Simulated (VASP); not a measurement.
# AlN in VASP: further runs, part 2 of 3

VASP 6.6.1. The steps go on from the part before.

### Step 3. Single point, PBE

This run uses another cell than the first one, of 9.08 Å³/atom, 1.025 times its volume.

Input file INCAR:

```
SYSTEM = AlN
PREC     = Accurate       ! precision mode
ENCUT    = 520            ! plane-wave cutoff, eV
EDIFF    = 1E-6           ! SCF threshold, eV
ISMEAR   = 0              ! smearing method
SIGMA    = 0.05           ! smearing width, eV
LREAL    = .FALSE.        ! projectors in reciprocal space
LASPH    = .TRUE.         ! aspherical terms in the spheres
NELM     = 80             ! most SCF steps
ALGO     = Normal         ! electronic algorithm
ISIF     = 2              ! what is computed and relaxed
LWAVE    = .FALSE.        ! write WAVECAR
LCHARG   = .FALSE.        ! write CHGCAR
GGA      = PE             ! functional
NBANDS   = 16             ! bands
```

Input file KPOINTS:

```
Automatic mesh
0
G
  8 8 6
  0 0 0
```

Input file POSCAR:

```
AlN
1.0
    0.0000000000     -2.0861995362     -2.0861995362
    0.0000000000      2.0861995362     -2.0861995362
    4.1723990723      0.0000000000      0.0000000000
Al N
2 2
Direct
    0.5000000000      0.5000000000      0.0000000000
    0.0000000000      0.0000000000      0.5000000000
    0.5000000000      0.5000000000      0.5000000000
    0.0000000000      1.0000000000      0.0000000000
```

Potentials or basis: VASP PAW PBE potentials, release 64 (Al, N).

On the command line:

```console
cat potpaw_PBE.64/Al/POTCAR potpaw_PBE.64/N/POTCAR > POTCAR
mpirun -np 1 vasp_std > vasp.out
```

OUTCAR:

```text
SYSTEM = AlN
   PREC = Accurate
   ENCUT = 520
   EDIFF = 1E-6
   ISMEAR = 0
   LREAL = .FALSE.
   LASPH = .TRUE.
   NELM = 80
   ISIF = 2
   GGA = PE

 ion  position               nearest neighbor table
   1  0.500  0.500  0.000-   3 2.09   3 2.09   4 2.09   4 2.09   4 2.09   4 2.09   2 2.95   2 2.95
                             2 2.95   2 2.95   2 2.95   2 2.95   2 2.95   2 2.95
   2  0.000  0.000  0.500-   4 2.09   4 2.09   3 2.09   3 2.09   3 2.09   3 2.09   1 2.95   1 2.95
                             1 2.95   1 2.95   1 2.95   1 2.95   1 2.95   1 2.95
   3  0.500  0.500  0.500-   1 2.09   1 2.09   2 2.09   2 2.09   2 2.09   2 2.09
   4  0.000  0.000  0.000-   2 2.09   2 2.09   1 2.09   1 2.09   1 2.09   1 2.09

  LATTYP: Found a simple tetragonal cell.
 ALAT       =     2.9503316779
 C/A-ratio  =     1.4142135623

  Lattice vectors:

 A1 = (   0.0000000000,  -2.0861995362,  -2.0861995362)
 A2 = (   0.0000000000,   2.0861995362,  -2.0861995362)
 A3 = (   4.1723990723,   0.0000000000,   0.0000000000)

Analysis of symmetry for initial positions (statically):
=====================================================================
 Subroutine PRICEL returns following result:

  LATTYP: Found a face centered cubic cell.
 ALAT       =     4.1723990723

  Lattice vectors:

 A1 = (  -2.0861995361,   0.0000000000,   2.0861995362)
 A2 = (  -2.0861995362,  -2.0861995362,   0.0000000000)
 A3 = (   0.0000000000,  -2.0861995362,   2.0861995362)

   2 primitive cells build up your supercell.

 Routine SETGRP: Setting up the symmetry group for a
 simple tetragonal supercell.

 Subroutine GETGRP returns: Found 16 space group operations
 (whereof 16 operations were pure point group operations)
 out of a pool of 16 trial point group operations.

The static configuration has the point symmetry D_4h.

Analysis of symmetry for dynamics (positions and initial velocities):
=====================================================================
 Subroutine PRICEL returns following result:

[... 134 lines left out ...]
   EFERMI_NEDOS =   21; number of points for ismear=-14 and -15
   IALGO  =     38    algorithm
   IMIX   =      4    mixing-type and parameters
     AMIX     =   0.40;   BMIX     =  1.00
     AMIX_MAG =   1.60;   BMIX_MAG =  1.00
  volume/ion in A,a.u.               =       9.08        61.27
  Fermi-wavevector in a.u.,A,eV,Ry     =   1.245678  2.353989 21.112332  1.551713
  Thomas-Fermi vector in A             =   2.379889
   LORBIT       =      0    0 simple, 1 ext, 2 COOP (PROOUT), +10 PAW based schemes
   GGA     = PE    functional components
   LHFCALC =     F    Hartree Fock is set to
   AEXX    =    0.0000 exact exchange contribution
   IVDW    =     0    specifies the selected vdW correction
   LEPSILON=     F    determine dielectric tensor
   LRPA    =     F    only Hartree local field effects (RPA)
 non-spin polarized calculation
 Gauss-broadening in eV      SIGMA  =   0.05
  energy-cutoff  :      520.00
  volume of cell :       36.32
 maximum number of plane-waves:      1003
 NGX is ok and might be reduce to    24
   NGX = 11   NGY = 11   NGZ = 15

 number of electron      15.9999997 magnetization

 Free energy of the ion-electron system (eV)
  ---------------------------------------------------
  ext. energy  EPLUGINS =         0.00000000
  ---------------------------------------------------
  free energy    TOTEN  =       -28.95090521 eV

  energy without entropy =      -28.95090521  energy(sigma->0) =      -28.95090521

 E-fermi :   9.0510     XC(G=0): -11.8515

 val. band max:        8.7872914843   @ k =   0.0000   0.0000   0.0000
 cond. band min:      12.5207551005   @ k =   0.5000   0.5000   0.0000
 fundamental gap:      3.7334636163
 Fermi energy:         9.0509806592

 k-point     1 :       0.0000    0.0000    0.0000
  band No.  band energies     occupation
      1      -7.9415      2.00000
      2      -4.1932      2.00000
      3       2.0204      2.00000
      4       6.2264      2.00000
      5       6.2264      2.00000
      6       8.7873      2.00000
[... 433 lines left out ...]
      3       2.4919      2.00000
      4       2.4919      2.00000
      5       5.8781      2.00000
      6       5.8781      2.00000
[... 8 lines left out ...]
     15      20.8580      0.00000
     16      20.8580      0.00000

 [... further k-points ...]
[... 5 lines left out ...]
  --------------------------------------------------------------------------------------
  -------------------------------------------------------------------------------------
  Total       -3.6914979     -3.6892488     -3.6892488     -0.0000000      0.0000000      0.0000000
  in kB     -162.8492203   -162.7500039   -162.7500039     -0.0000000      0.0000000      0.0000000
  external PRESSURE =    -162.7830760 kB  Pullay stress =       0.0000000 kB

 VOLUME and BASIS-vectors are now :
 -----------------------------------------------------------------------------
  energy-cutoff  :      520.00
  volume of cell :       36.32
      direct lattice vectors                 reciprocal lattice vectors
     0.000000000 -2.086199536 -2.086199536     0.000000000 -0.239670267 -0.239670267
     0.000000000  2.086199536 -2.086199536     0.000000000  0.239670267 -0.239670267
     4.172399072  0.000000000  0.000000000     0.239670267  0.000000000  0.000000000

 POSITION                                       TOTAL-FORCE (eV/Angst)
 -----------------------------------------------------------------------------------
      0.00000      0.00000     -2.08620         0.000000     -0.000000     -0.000000
      2.08620      0.00000      0.00000         0.000000     -0.000000      0.000000
      2.08620      0.00000     -2.08620        -0.000000     -0.000000      0.000000
      0.00000      0.00000      0.00000         0.000000      0.000000      0.000000
 -----------------------------------------------------------------------------------
    total drift:                               -0.000000      0.000000     -0.000000

  FREE ENERGIE OF THE ION-ELECTRON SYSTEM (eV)
  ---------------------------------------------------
  free  energy   TOTEN  =       -28.9509052105 eV

  energy  without entropy=      -28.9509052105  energy(sigma->0) =      -28.95090521
```

stdout:

```text
POSCAR found type information on POSCAR AlN
 POSCAR found :  2 types and       4 ions
 scaLAPACK will be used
 LDA part: xc-table for (Slater+PW92), standard interpolation
 POSCAR, INCAR and KPOINTS ok, starting setup
 FFT: planning ... GRIDC
 FFT: planning ... GRID_SOFT
 FFT: planning ... GRID
 WAVECAR not read
 entering main loop
```

Wall time 22 s (1 thread of Intel Xeon Platinum 8259CL at 2.50GHz (Skylake/Cascade Lake), shared host); peak memory 0.16 GiB.

What came out:

| Item | Value |
| --- | --- |
| Free energy | -28.9509 eV |
| Pressure | -16.3 GPa |
| Band gap on the k mesh | 3.73 eV |

A k mesh can miss the band edges. As with any semilocal functional, this PBE gap is likely too small.

### Step 4. Single point, PBE

This run uses another cell than the first one, of 7.81 Å³/atom, 0.882 times its volume.

Input file INCAR:

```
SYSTEM = AlN
ALGO = Normal
EDIFF = 1E-6
ENCUT = 520
GGA = PE
ISIF = 2
ISMEAR = 0
LASPH = .TRUE.
LCHARG = .FALSE.
LREAL = .FALSE.
LWAVE = .FALSE.
NBANDS = 16
NELM = 100
PREC = Accurate
SIGMA = 0.05
```

Input file KPOINTS:

```
k-points
0
G
  8 8 6
  0 0 0
```

Input file POSCAR:

```
AlN
1.0
    0.0000000000     -1.9844337052     -1.9844337052
    0.0000000000      1.9844337052     -1.9844337052
    3.9688674103      0.0000000000      0.0000000000
Al N
2 2
Direct
    0.5057976238      0.4942023762      0.0000000000
   -0.0057976238      0.0057976238      0.5000000000
    0.4978966712      0.5021033288      0.5000000000
    0.0021033288      0.9978966712      0.0000000000
```

Potentials or basis: VASP PAW PBE potentials, release 64 (Al, N).

On the command line:

```console
cat potpaw_PBE.64/Al/POTCAR potpaw_PBE.64/N/POTCAR > POTCAR
mpirun -np 1 vasp_std > vasp.out
```

OUTCAR:

```text
SYSTEM = AlN
   EDIFF = 1E-6
   ENCUT = 520
   GGA = PE
   ISIF = 2
   ISMEAR = 0
   LASPH = .TRUE.
   LREAL = .FALSE.
   NELM = 100
   PREC = Accurate

 ion  position               nearest neighbor table
   1  0.506  0.494  0.000-   4 1.97   4 1.98   4 1.98   3 1.98   3 1.98   4 2.00   2 2.77   2 2.77
                             2 2.81   2 2.81   2 2.81   2 2.81   2 2.84   2 2.84
   2  0.994  0.006  0.500-   3 1.97   3 1.98   3 1.98   4 1.98   4 1.98   3 2.00   1 2.77   1 2.77
                             1 2.81   1 2.81   1 2.81   1 2.81   1 2.84   1 2.84
   3  0.498  0.502  0.500-   2 1.97   2 1.98   2 1.98   1 1.98   1 1.98   2 2.00
   4  0.002  0.998  0.000-   1 1.97   1 1.98   1 1.98   2 1.98   2 1.98   1 2.00

  LATTYP: Found a simple tetragonal cell.
 ALAT       =     2.8064130595
 C/A-ratio  =     1.4142135623

  Lattice vectors:

 A1 = (   0.0000000000,  -1.9844337052,  -1.9844337052)
 A2 = (   0.0000000000,   1.9844337052,  -1.9844337052)
 A3 = (   3.9688674103,   0.0000000000,   0.0000000000)

Analysis of symmetry for initial positions (statically):
=====================================================================
 Subroutine PRICEL returns:
 Original cell was already a primitive cell.

 Routine SETGRP: Setting up the symmetry group for a
 simple tetragonal supercell.

 Subroutine GETGRP returns: Found  8 space group operations
 (whereof  4 operations were pure point group operations)
 out of a pool of 16 trial point group operations.

The static configuration has the point symmetry C_2v.
 The point group associated with its full space group is D_2h.

Analysis of symmetry for dynamics (positions and initial velocities):
=====================================================================
 Subroutine PRICEL returns:
 Original cell was already a primitive cell.

 Routine SETGRP: Setting up the symmetry group for a
 simple tetragonal supercell.

 Subroutine GETGRP returns: Found  8 space group operations
 (whereof  4 operations were pure point group operations)
 out of a pool of 16 trial point group operations.

The dynamic configuration has the point symmetry C_2v.
 The point group associated with its full space group is D_2h.

 Subroutine INISYM returns: Found  8 space group operations
 (whereof  4 operations are pure point group operations),
 and found     1 'primitive' translations

----------------------------------------------------------------------------------------

                                     Primitive cell

  volume of cell :      31.2586

  direct lattice vectors                    reciprocal lattice vectors
     0.000000000 -1.984433705 -1.984433705     0.000000000 -0.251961050 -0.251961050
     0.000000000  1.984433705 -1.984433705     0.000000000  0.251961050 -0.251961050
     3.968867410  0.000000000  0.000000000     0.251961050  0.000000000  0.000000000

  length of vectors
     2.806413060  2.806413060  3.968867410     0.356326734  0.356326734  0.251961050

  position of ions in fractional coordinates (direct lattice)
     0.505797624  0.494202376  0.000000000
     0.994202376  0.005797624  0.500000000
     0.497896671  0.502103329  0.500000000
     0.002103329  0.997896671  0.000000000

  ion indices of the primitive-cell ions
   primitive index   ion index
                 1           1
                 2           2
                 3           3
                 4           4

----------------------------------------------------------------------------------------

 KPOINTS: k-points

Automatic generation of k-mesh.
 Grid dimensions read from file:
 generate k-points for:    8    8    6

 Generating k-lattice:

  Cartesian coordinates                     Fractional coordinates (reciprocal lattice)
     0.000000000 -0.031495131 -0.031495131     0.125000000  0.000000000  0.000000000
     0.000000000  0.031495131 -0.031495131     0.000000000  0.125000000  0.000000000
     0.041993508  0.000000000  0.000000000     0.000000000  0.000000000  0.166666667

  Length of vectors
     0.044540842  0.044540842  0.041993508

  Shift w.r.t. Gamma in fractional coordinates (k-lattice)
     0.000000000  0.000000000  0.000000000

 Subroutine IBZKPT returns following result:
 ===========================================

 Found     84 irreducible k-points:

 Following reciprocal coordinates:
            Coordinates               Weight
  0.000000  0.000000  0.000000      1.000000
  0.125000  0.000000  0.000000      4.000000
  0.250000  0.000000  0.000000      4.000000
  0.375000  0.000000  0.000000      4.000000
  0.500000  0.000000  0.000000      2.000000
  0.125000  0.125000  0.000000      2.000000
[... 16 lines left out ...]
  0.125000  0.000000  0.166667      8.000000
  0.250000  0.000000  0.166667      8.000000
 [... further k-points ...]
   k-points           NKPTS =     84   k-points in BZ     NKDIM =     84   number of bands    NBANDS=     16
   number of dos      NEDOS =    301   number of ions     NIONS =      4
   total plane-waves  NPLWV =  17280
   dimension x,y,z NGX =    24 NGY =   24 NGZ =   30
   dimension x,y,z NGXF=    48 NGYF=   48 NGZF=   60
   ions per type =               2   2
   NGX,Y,Z   is equivalent  to a cutoff of  14.22, 14.22, 12.57 a.u.
   NGXF,Y,Z  is equivalent  to a cutoff of  28.43, 28.43, 25.13 a.u.
 SYSTEM =  AlN
   PREC   = accura    normal or accurate (medium, high low for compatibility)
   ISTART =      0    job   : 0-new  1-cont  2-samecut
   ICHARG =      2    charge: 1-file 2-atom 10-const
   ISPIN  =      1    spin polarized calculation?
   LNONCOLLINEAR =      F non collinear calculations
   LSORBIT =      F    spin-orbit coupling
   LASPH  =      T    aspherical Exc in radial PAW
   ENCUT  =  520.0 eV  38.22 Ry    6.18 a.u.   5.22  5.22  7.38*2*pi/ulx,y,z
   NELM   =    100;   NELMIN=  2; NELMDL= -5     # of ELM steps
   EDIFF  = 0.1E-05   stopping-criterion for ELM
   LREAL  =      F    real-space projection
[... 7 lines left out ...]
   TEBEG  =    0.0;   TEEND  =   0.0 temperature during run
   PSTRESS=    0.0 pullay stress
   NELECT =      16.0000    total number of electrons
   NUPDOWN=      -1.0000    fix difference up-down
   EMIN   =  10.00;   EMAX   =-10.00  energy-range for DOS
   EFERMI =   0.00;   METHOD = LEGACY
   ISMEAR =     0;   SIGMA  =   0.05  broadening in eV -4-tet -1-fermi 0-gaus
   EFERMI_NEDOS =   21; number of points for ismear=-14 and -15
   IALGO  =     38    algorithm
   IMIX   =      4    mixing-type and parameters
     AMIX     =   0.40;   BMIX     =  1.00
     AMIX_MAG =   1.60;   BMIX_MAG =  1.00
  volume/ion in A,a.u.               =       7.81        52.74
  Fermi-wavevector in a.u.,A,eV,Ry     =   1.309558  2.474707 23.333222  1.714943
  Thomas-Fermi vector in A             =   2.440149
   LORBIT       =      0    0 simple, 1 ext, 2 COOP (PROOUT), +10 PAW based schemes
   GGA     = PE    functional components
   LHFCALC =     F    Hartree Fock is set to
   AEXX    =    0.0000 exact exchange contribution
   IVDW    =     0    specifies the selected vdW correction
   LEPSILON=     F    determine dielectric tensor
   LRPA    =     F    only Hartree local field effects (RPA)
 non-spin polarized calculation
 Gauss-broadening in eV      SIGMA  =   0.05
  energy-cutoff  :      520.00
  volume of cell :       31.26
 maximum number of plane-waves:       888
 NGX is ok and might be reduce to    24
   NGX = 11   NGY = 11   NGZ = 15

 number of electron      16.0000001 magnetization

 Free energy of the ion-electron system (eV)
  ---------------------------------------------------
  ext. energy  EPLUGINS =         0.00000000
  ---------------------------------------------------
  free energy    TOTEN  =       -28.92706758 eV

  energy without entropy =      -28.92706758  energy(sigma->0) =      -28.92706758

 E-fermi :  11.0183     XC(G=0): -12.5487

 val. band max:       10.7035482995   @ k =   0.0000   0.0000   0.0000
 cond. band min:      15.8567591273   @ k =   0.5000   0.5000   0.0000
 fundamental gap:      5.1532108278
 Fermi energy:        11.0183159395

 k-point     1 :       0.0000    0.0000    0.0000
  band No.  band energies     occupation
      1      -7.3667      2.00000
      2      -2.8186      2.00000
      3       2.9404      2.00000
      4       7.7587      2.00000
      5       7.7588      2.00000
      6      10.7008      2.00000
[... 8 lines left out ...]
     15      25.4660      0.00000
     16      28.3352      0.00000
[... 419 lines left out ...]
 k-point    24 :       0.2500    0.0000    0.1667
  band No.  band energies     occupation
      1      -6.2983      2.00000
      2      -3.1329      2.00000
      3       3.5674      2.00000
      4       5.9075      2.00000
      5       6.9189      2.00000
      6       8.3883      2.00000
[... 8 lines left out ...]
     15      23.6433      0.00000
     16      25.6333      0.00000

 [... further k-points ...]
[... 5 lines left out ...]
  --------------------------------------------------------------------------------------
  -------------------------------------------------------------------------------------
  Total        4.2790635      4.2979392      4.2593590      0.0000000      0.0000000      0.0000000
  in kB      219.3257072    220.2931895    218.3157419      0.0000000      0.0000000      0.0000000
  external PRESSURE =     219.3115462 kB  Pullay stress =       0.0000000 kB

 VOLUME and BASIS-vectors are now :
 -----------------------------------------------------------------------------
  energy-cutoff  :      520.00
  volume of cell :       31.26
      direct lattice vectors                 reciprocal lattice vectors
     0.000000000 -1.984433705 -1.984433705     0.000000000 -0.251961050 -0.251961050
     0.000000000  1.984433705 -1.984433705     0.000000000  0.251961050 -0.251961050
     3.968867410  0.000000000  0.000000000     0.251961050  0.000000000  0.000000000

 POSITION                                       TOTAL-FORCE (eV/Angst)
 -----------------------------------------------------------------------------------
      0.00000     -0.02301     -1.98443         0.000000      0.295811      0.000000
      1.98443     -1.96142     -1.98443         0.000000     -0.295811      0.000000
      1.98443      0.00835     -1.98443         0.000000     -0.008164      0.000000
      0.00000      1.97609     -1.98443         0.000000      0.008164      0.000000
 -----------------------------------------------------------------------------------
    total drift:                               -0.000000     -0.000000     -0.000000

  FREE ENERGIE OF THE ION-ELECTRON SYSTEM (eV)
  ---------------------------------------------------
  free  energy   TOTEN  =       -28.9270675826 eV

  energy  without entropy=      -28.9270675826  energy(sigma->0) =      -28.92706758
```

Run time: 26 s. Hardware: 1 thread of Intel Xeon Platinum 8259CL at 2.50GHz (Skylake/Cascade Lake), shared host; peak memory 0.16 GiB.

Results:

```
Free energy            : -28.9271 eV
Pressure               : 21.9 GPa
Largest force          : 0.296 eV/Å
Band gap on the k mesh : 5.15 eV
```

Forces on the atoms (eV/Å):
```
Al   0.000  0.296  0.000
Al   0.000 -0.296  0.000
N    0.000 -0.008  0.000
N    0.000  0.008  0.000
```

(Continued in part 3 of 3.)
